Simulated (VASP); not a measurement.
# Te2Pt (P-3m1) in VASP: notebook

Runs on Te2Pt. Level: PBE+D3(BJ). Tasks: relaxation of the atoms.

All numbers are computed with VASP 6.6.1; they aren't measurements. Logs are shortened: lines on timing, memory, paths and dates and some standing lists are left out, and cuts for length are marked.

**1. The cell of the first run**

The structure is trigonal, space group P-3m1 (No. 164). The conventional cell has a = 4.215 Å, b = 4.215 Å, c = 5.295 Å, α = 90.00°, β = 90.00°, γ = 120.00°. Within 3.7 Å of Te (site symmetry 3m) lie 3 Pt at 2.79 Å and 6 Te at 3.54 to 3.66 Å. Within 3.7 Å of Pt (site symmetry -3m) lie 6 Te at 2.79 Å.

**2. Relaxation of the atoms, PBE+D3(BJ) (equal strain along all axes, cell held: +4.0 %)**

Input file INCAR:

```
PREC = Accurate
ENCUT = 450
EDIFF = 1E-7
ISMEAR = 0
SIGMA = 0.1
LREAL = False
LASPH = True
NELM = 120
ALGO = Normal
ISIF = 2
LWAVE = False
LCHARG = False
GGA = PE
IVDW = 12
IBRION = 2
NSW = 60
EDIFFG = -0.008
GGA_COMPAT = False
NELMIN = 4
```

Input file KPOINTS:

```
Automatic mesh
0
Gamma
  12 12 8
```

Input file POSCAR:

```
Te2Pt
1.0
    4.2154750605      0.0000000000      0.0000000000
   -2.1077375303      3.6507084914      0.0000000000
    0.0000000000      0.0000000000      5.2946013550
Te Pt
2 1
Direct
    0.3333333333      0.6666666667      0.2575506752
    0.6666666667      0.3333333333      0.7424493248
    0.0000000000      0.0000000000      0.0000000000
```

Potentials or basis: VASP PAW PBE potentials, release 64 (Te, Pt).

Launch:

```bash
> cat potpaw_PBE.64/Te/POTCAR potpaw_PBE.64/Pt/POTCAR > POTCAR
> mpirun -np 1 vasp_std > vasp.out
```

OUTCAR:

```text
PREC = Accurate
   ENCUT = 450
   EDIFF = 1E-7
   ISMEAR = 0
   LREAL = False
   LASPH = True
   NELM = 120
   ISIF = 2
   GGA = PE
   IVDW = 12
   IBRION = 2
   NSW = 60
   EDIFFG = -0.008
   NELMIN = 4
 IVDW          = 12

 ion  position               nearest neighbor table
   1  0.333  0.667  0.258-   3 2.79   3 2.79   3 2.79   2 3.54   2 3.54   2 3.54   2 3.66   2 3.66
                             2 3.66
   2  0.667  0.333  0.742-   3 2.79   3 2.79   3 2.79   1 3.54   1 3.54   1 3.54   1 3.66   1 3.66
                             1 3.66
   3  0.000  0.000  0.000-   1 2.79   2 2.79   2 2.79   1 2.79   2 2.79   1 2.79

  LATTYP: Found a hexagonal cell.
 ALAT       =     4.2154750605
 C/A-ratio  =     1.2559916211

  Lattice vectors:

 A1 = (   4.2154750605,   0.0000000000,   0.0000000000)
 A2 = (  -2.1077375303,   3.6507084914,   0.0000000000)
 A3 = (   0.0000000000,   0.0000000000,   5.2946013550)

Analysis of symmetry for initial positions (statically):
=====================================================================
 Subroutine PRICEL returns:
 Original cell was already a primitive cell.

 Routine SETGRP: Setting up the symmetry group for a
 hexagonal supercell.

 Subroutine GETGRP returns: Found 12 space group operations
 (whereof 12 operations were pure point group operations)
 out of a pool of 24 trial point group operations.

The static configuration has the point symmetry D_3d.

Analysis of symmetry for dynamics (positions and initial velocities):
=====================================================================
 Subroutine PRICEL returns:
 Original cell was already a primitive cell.

 Routine SETGRP: Setting up the symmetry group for a
 hexagonal supercell.

 Subroutine GETGRP returns: Found 12 space group operations
 (whereof 12 operations were pure point group operations)
 out of a pool of 24 trial point group operations.

The dynamic configuration has the point symmetry D_3d.

 Subroutine INISYM returns: Found 12 space group operations
 (whereof 12 operations are pure point group operations),
 and found     1 'primitive' translations

----------------------------------------------------------------------------------------

                                     Primitive cell

  volume of cell :      81.4811

  direct lattice vectors                    reciprocal lattice vectors
     4.215475061  0.000000000  0.000000000     0.237221188  0.136959717  0.000000000
    -2.107737530  3.650708491  0.000000000     0.000000000  0.273919433  0.000000000
     0.000000000  0.000000000  5.294601355     0.000000000  0.000000000  0.188871632

  length of vectors
     4.215475061  4.215475061  5.294601355     0.273919433  0.273919433  0.188871632

  position of ions in fractional coordinates (direct lattice)
     0.333333333  0.666666667  0.257550675
     0.666666667  0.333333333  0.742449325
     0.000000000  0.000000000  0.000000000

  ion indices of the primitive-cell ions
   primitive index   ion index
                 1           1
                 2           2
                 3           3

----------------------------------------------------------------------------------------

 KPOINTS: Automatic mesh

Automatic generation of k-mesh.
 Grid dimensions read from file:
 generate k-points for:   12   12    8

 Generating k-lattice:

  Cartesian coordinates                     Fractional coordinates (reciprocal lattice)
     0.019768432  0.011413310  0.000000000     0.083333333  0.000000000  0.000000000
     0.000000000  0.022826619  0.000000000     0.000000000  0.083333333  0.000000000
     0.000000000  0.000000000  0.023608954     0.000000000  0.000000000  0.125000000

  Length of vectors
     0.022826619  0.022826619  0.023608954

  Shift w.r.t. Gamma in fractional coordinates (k-lattice)
     0.000000000  0.000000000  0.000000000

 Subroutine IBZKPT returns following result:
 ===========================================

 Found    131 irreducible k-points:

 Following reciprocal coordinates:
            Coordinates               Weight
  0.000000  0.000000  0.000000      1.000000
  0.083333  0.000000  0.000000      6.000000
  0.166667 -0.000000  0.000000      6.000000
  0.250000 -0.000000  0.000000      6.000000
  0.333333  0.000000  0.000000      6.000000
  0.416667  0.000000  0.000000      6.000000
[... 16 lines left out ...]
  0.166667 -0.000000  0.125000      6.000000
  0.000000  0.166667  0.125000      6.000000
 [... further k-points ...]
   k-points           NKPTS =    131   k-points in BZ     NKDIM =    131   number of bands    NBANDS=     15
   number of dos      NEDOS =    301   number of ions     NIONS =      3
   total plane-waves  NPLWV =  36000
   dimension x,y,z NGX =    30 NGY =   30 NGZ =   40
   dimension x,y,z NGXF=    60 NGYF=   60 NGZF=   80
   ions per type =               2   1
   NGX,Y,Z   is equivalent  to a cutoff of  11.83, 11.83, 12.56 a.u.
   NGXF,Y,Z  is equivalent  to a cutoff of  23.66, 23.66, 25.12 a.u.
 SYSTEM =  unknown system
   PREC   = accura    normal or accurate (medium, high low for compatibility)
   ISTART =      0    job   : 0-new  1-cont  2-samecut
   ICHARG =      2    charge: 1-file 2-atom 10-const
   ISPIN  =      1    spin polarized calculation?
   LNONCOLLINEAR =      F non collinear calculations
   LSORBIT =      F    spin-orbit coupling
   LASPH  =      T    aspherical Exc in radial PAW
   ENCUT  =  450.0 eV  33.07 Ry    5.75 a.u.   7.29  7.29  9.16*2*pi/ulx,y,z
   NELM   =    120;   NELMIN=  4; NELMDL= -5     # of ELM steps
   EDIFF  = 0.1E-06   stopping-criterion for ELM
   LREAL  =      F    real-space projection
   EDIFFG = -.8E-02   stopping-criterion for IOM
   NSW    =     60    number of steps for IOM
   IBRION =      2    ionic relax: 0-MD 1-quasi-New 2-CG
   NFREE  =      1    steps in history (QN), initial steepest desc. (CG)
   ISIF   =      2    stress and relaxation
   ISYM   =      2    0-nonsym 1-usesym 2-fastsym
   POTIM  = 0.5000    time-step for ionic-motion
   TEBEG  =    0.0;   TEEND  =   0.0 temperature during run
   PSTRESS=    0.0 pullay stress
   NELECT =      22.0000    total number of electrons
   NUPDOWN=      -1.0000    fix difference up-down
   EMIN   =  10.00;   EMAX   =-10.00  energy-range for DOS
   EFERMI =   0.00;   METHOD = LEGACY
   ISMEAR =     0;   SIGMA  =   0.10  broadening in eV -4-tet -1-fermi 0-gaus
   EFERMI_NEDOS =   21; number of points for ismear=-14 and -15
   IALGO  =     38    algorithm
   IMIX   =      4    mixing-type and parameters
     AMIX     =   0.40;   BMIX     =  1.00
     AMIX_MAG =   1.60;   BMIX_MAG =  1.00
  volume/ion in A,a.u.               =      27.16       183.29
  Fermi-wavevector in a.u.,A,eV,Ry     =   1.058108  1.999535 15.232987  1.119593
  Thomas-Fermi vector in A             =   2.193406
   LORBIT       =      0    0 simple, 1 ext, 2 COOP (PROOUT), +10 PAW based schemes
   GGA     = PE    functional components
   LHFCALC =     F    Hartree Fock is set to
   AEXX    =    0.0000 exact exchange contribution
   IVDW    =    12    specifies the selected vdW correction
   LEPSILON=     F    determine dielectric tensor
   LRPA    =     F    only Hartree local field effects (RPA)
 conjugate gradient relaxation of ions
 non-spin polarized calculation
 Gauss-broadening in eV      SIGMA  =   0.10
  energy-cutoff  :      450.00
  volume of cell :       81.48
 maximum number of plane-waves:      1793
 NGX is ok and might be reduce to    30
   NGX = 15   NGY = 15   NGZ = 19

--------------------------------------- Ionic step        1  -------------------------------------------

 number of electron      21.9999999 magnetization

 Free energy of the ion-electron system (eV)
  ---------------------------------------------------
  ext. energy  EPLUGINS =         0.00000000
  ---------------------------------------------------
  free energy    TOTEN  =       -13.47160327 eV

  energy without entropy =      -13.46460182  energy(sigma->0) =      -13.46810254

------------------------ aborting loop because EDIFF is reached ----------------------------------------

 Edisp (eV)   -1.50401

 E8    (eV) :    -0.6908

  FORCE on cell =-STRESS in cart. coord.  units (eV):
  Direction    XX          YY          ZZ          XY          YZ          ZX
  --------------------------------------------------------------------------------------
  -------------------------------------------------------------------------------------
  Total      -4.75050    -4.75050    -3.08725     0.00000     0.00000    -0.00000
  in kB     -93.40991   -93.40991   -60.70521     0.00000     0.00000    -0.00000
  external pressure =      -82.51 kB  Pullay stress =        0.00 kB
[... 104 lines left out ...]
  energy  without entropy=      -14.9929722450  energy(sigma->0) =      -14.99627540

--------------------------------------- Ionic step        4  -------------------------------------------

 number of electron      22.0000000 magnetization

 Free energy of the ion-electron system (eV)
  ---------------------------------------------------
  ext. energy  EPLUGINS =         0.00000000
  ---------------------------------------------------
  free energy    TOTEN  =       -13.49849502 eV

  energy without entropy =      -13.49188592  energy(sigma->0) =      -13.49519047

 E-fermi :   7.2466     XC(G=0): -10.0080

 val. band max:        7.2049190520   @ k =  -0.2500  -0.4167   0.1250
 cond. band min:       7.2534743154   @ k =  -0.0833   0.4167   0.2500
 fundamental gap:      0.0485552634
 Fermi energy:         7.2466141672

 k-point     1 :       0.0000    0.0000    0.0000
  band No.  band energies     occupation
      1      -6.1118      2.00000
      2      -3.1772      2.00000
      3       1.3336      2.00000
      4       1.9268      2.00000
      5       1.9268      2.00000
      6       3.8768      2.00000
      7       3.8768      2.00000
      8       4.9608      2.00000
      9       6.6147      2.00000
     10       6.6147      2.00000
     11       8.1768      0.00000
     12       8.1768      0.00000
     13       8.4072      0.00000
     14      10.0699      0.00000
     15      10.6203      0.00000
[... 397 lines left out ...]
 k-point    24 :       0.0000    0.1667    0.1250
  band No.  band energies     occupation
      1      -5.8026      2.00000
      2      -3.4532      2.00000
      3       1.5657      2.00000
      4       2.0527      2.00000
      5       2.3776      2.00000
      6       3.4861      2.00000
      7       3.7736      2.00000
      8       4.4907      2.00000
      9       5.5885      2.00000
     10       6.2277      2.00000
     11       7.6633      0.00000
     12       8.1101      0.00000
     13       8.1775      0.00000
     14      10.7771      0.00000
     15      11.4581      0.00000

 [... further k-points ...]

------------------------ aborting loop because EDIFF is reached ----------------------------------------

 Edisp (eV)   -1.50112

 E8    (eV) :    -0.6889

  FORCE on cell =-STRESS in cart. coord.  units (eV):
  Direction    XX          YY          ZZ          XY          YZ          ZX
  --------------------------------------------------------------------------------------
  -------------------------------------------------------------------------------------
  Total      -4.07290    -4.07290    -2.05159     0.00000    -0.00000     0.00000
  in kB     -80.08621   -80.08621   -40.34073     0.00000    -0.00000     0.00000
  external pressure =      -66.84 kB  Pullay stress =        0.00 kB
[... 18 lines left out ...]
  FREE ENERGIE OF THE ION-ELECTRON SYSTEM (eV)
  ---------------------------------------------------
  free  energy   TOTEN  =       -14.9996118191 eV

  energy  without entropy=      -14.9930027207  energy(sigma->0) =      -14.99630727

 reached required accuracy - stopping structural energy minimisation
```

It took 5.3 min on 1 thread of Oxide Virtual Turin-like, shared host; peak memory 0.26 GiB.

Results:

```
Free energy                : -14.9996 eV
Energy gained by relaxing  : 8.0 meV/atom
Ionic steps                : 4
Pressure after relaxing    : -6.7 GPa
Band gap on the k mesh     : zero (bands 11 and 12 overlap by 1.08 eV)
Dispersion energy per atom : -0.500 eV
```

Stress tensor (GPa, compression positive):
```
-8.01  0.00  0.00
 0.00 -8.01  0.00
 0.00  0.00 -4.03
```

Step by step:
| step | energy change (eV) | largest force (eV/Å) | pressure (GPa) |
| --- | --- | --- | --- |
| 1 | 0.0000 | 0.4480 | -8.25 |
| 2 | -0.0156 | 0.2702 | -7.63 |
| 3 | -0.0240 | 0.0166 | -6.74 |
| 4 | -0.0240 | 0.0006 | -6.68 |

Final structure:
```
CELL_PARAMETERS angstrom
4.21548 0.00000 0.00000
-2.10774 3.65071 0.00000
0.00000 0.00000 5.29460
ATOMIC_POSITIONS crystal
Te 0.33333 0.66667 0.24769
Te 0.66667 0.33333 0.75231
Pt 0.00000 0.00000 0.00000
```

Levels at points of the mesh, in eV from the Fermi level:
| k point | band 7 | band 8 | band 9 | band 10 | band 11 | band 12 | band 13 | band 14 | band 15 |
| --- | --- | --- | --- | --- | --- | --- | --- | --- | --- |
| (0.00, 0.00, 0.00) | -3.37 | -2.29 | -0.63 | -0.63 | 0.93 | 0.93 | 1.16 | 2.82 | 3.37 |
| (0.50, 0.00, 0.00) | -3.24 | -3.19 | -3.16 | -2.84 | -2.63 | 0.24 | 2.21 | 3.36 | 5.30 |
| (0.00, 0.00, 0.50) | -3.40 | -2.02 | -1.49 | -1.14 | -1.14 | 1.85 | 1.85 | 4.15 | 4.85 |
| (0.50, 0.00, 0.50) | -3.21 | -3.08 | -2.85 | -2.46 | -0.63 | 0.58 | 0.95 | 3.99 | 4.53 |

Caveat: the cell differs from its parent crystal (equal strain along all axes, cell held: +4.0 %); spin-orbit coupling is left out, which moves the levels of the heavy elements.

**3. Relaxation of the atoms, PBE+D3(BJ) (equal strain along all axes, cell held: +6.0 %)**

INCAR is that of step 2.

KPOINTS is that of step 2.

Input file POSCAR:

```
Te2Pt
1.0
    4.2965418886      0.0000000000      0.0000000000
   -2.1482709443      3.7209144240      0.0000000000
    0.0000000000      0.0000000000      5.3964206118
Te Pt
2 1
Direct
    0.3333333333      0.6666666667      0.2478512574
    0.6666666667      0.3333333333      0.7521487426
    0.0000000000      0.0000000000      0.0000000000
```

Potentials or basis: VASP PAW PBE potentials, release 64 (Te, Pt).

Launch:

```bash
> cat potpaw_PBE.64/Te/POTCAR potpaw_PBE.64/Pt/POTCAR > POTCAR
> mpirun -np 1 vasp_std > vasp.out
```

Run time: 6.5 min. Hardware: 1 thread of Oxide Virtual Turin-like, shared host; peak memory 0.27 GiB.

The run converged. Its results:

```
Free energy                : -14.7722 eV
Energy gained by relaxing  : 8.4 meV/atom
Ionic steps                : 4
Pressure after relaxing    : -8.4 GPa
Band gap on the k mesh     : zero (bands 11 and 12 overlap by 0.97 eV)
Dispersion energy per atom : -0.471 eV
```

Stress tensor (GPa, compression positive):
```
-10.29   0.00   0.00
  0.00 -10.29   0.00
  0.00   0.00  -4.51
```

The path:
| step | energy change (eV) | largest force (eV/Å) | pressure (GPa) |
| --- | --- | --- | --- |
| 1 | 0.0000 | 0.4349 | -9.97 |
| 2 | -0.0150 | 0.2773 | -9.41 |
| 3 | -0.0250 | 0.0190 | -8.44 |
| 4 | -0.0251 | 0.0001 | -8.36 |

Final structure:
```cif
data_structure
_symmetry_space_group_name_H-M 'P 1'
_symmetry_Int_Tables_number 1
_cell_length_a 4.2965
_cell_length_b 4.2965
_cell_length_c 5.3964
_cell_angle_alpha 90.000
_cell_angle_beta 90.000
_cell_angle_gamma 120.000
_cell_volume 86.27
loop_
_atom_site_label
_atom_site_type_symbol
_atom_site_fract_x
_atom_site_fract_y
_atom_site_fract_z
_atom_site_occupancy
Te1 Te 0.33333 0.66667 0.23724 1
Te2 Te 0.66667 0.33333 0.76276 1
Pt1 Pt 0.00000 0.00000 0.00000 1
```

Levels at points of the mesh, in eV from the Fermi level:
| k point | band 9 | band 10 | band 11 | band 12 | band 13 | band 14 |
| --- | --- | --- | --- | --- | --- | --- |
| (0.00, 0.00, 0.00) | -0.73 | -0.73 | 0.86 | 0.94 | 0.94 | 2.98 |
| (0.50, 0.00, 0.00) | -3.09 | -2.54 | -2.54 | 0.31 | 2.02 | 3.07 |
| (0.00, 0.00, 0.50) | -1.52 | -1.11 | -1.11 | 1.64 | 1.64 | 4.11 |
| (0.50, 0.00, 0.50) | -2.71 | -2.59 | -0.64 | 0.71 | 0.76 | 3.77 |

Caveat: the cell differs from its parent crystal (equal strain along all axes, cell held: +6.0 %); spin-orbit coupling is left out, which moves the levels of the heavy elements.

The gap in the log of VASP goes by the Fermi energy; the results here count the filled bands.